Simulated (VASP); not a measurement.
Here is a VASP 6.6.1 calculation.

Contents of INCAR:

```
SYSTEM = Na
PREC = Accurate
ENCUT = 520
EDIFF = 1E-6
ISMEAR = 0
SIGMA = 0.1
LREAL = .False.
LASPH = .True.
NELM = 80
ALGO = Fast
ISIF = 2
LWAVE = .False.
LCHARG = .True.
GGA = PE
LELF = .True.
LVHAR = .True.
NBANDS = 38
```

Contents of KPOINTS:

```
Automatic mesh
0
Gamma
  6 6 1
  0 0 0
```

File POSCAR:

```
Na
1.0
    3.7607953246      0.0000000033      0.0000000000
   -1.8803976651      3.2569442879      0.0000000000
    0.0000000000      0.0000000000     23.6741324468
Na
8
Direct
    0.3333333333      0.6666666667      0.7500000000
    0.6666666667      0.3333333333      0.8749992322
    0.0000000000      0.0000000000      0.0000000000
    0.3333333333      0.6666666667      0.1250007678
    0.6666666667      0.3333333333      0.2500000000
    0.3333333333      0.6666666667      0.3749992322
    0.0000000000      0.0000000000      0.5000000000
    0.6666666667      0.3333333333      0.6250007678
```

Potentials or basis: VASP PAW PBE potentials, release 64 (Na_pv).

Command:

```console
$ cat potpaw_PBE.64/Na_pv/POTCAR > POTCAR
$ mpirun -np 1 vasp_std > vasp.out
```

(1) Estimate the pressure.

(2) Predict the band gap on the k mesh.

Answers

(1) 0.2 GPa.

(2) zero (bands 28 and 29 overlap by 3.66 eV).
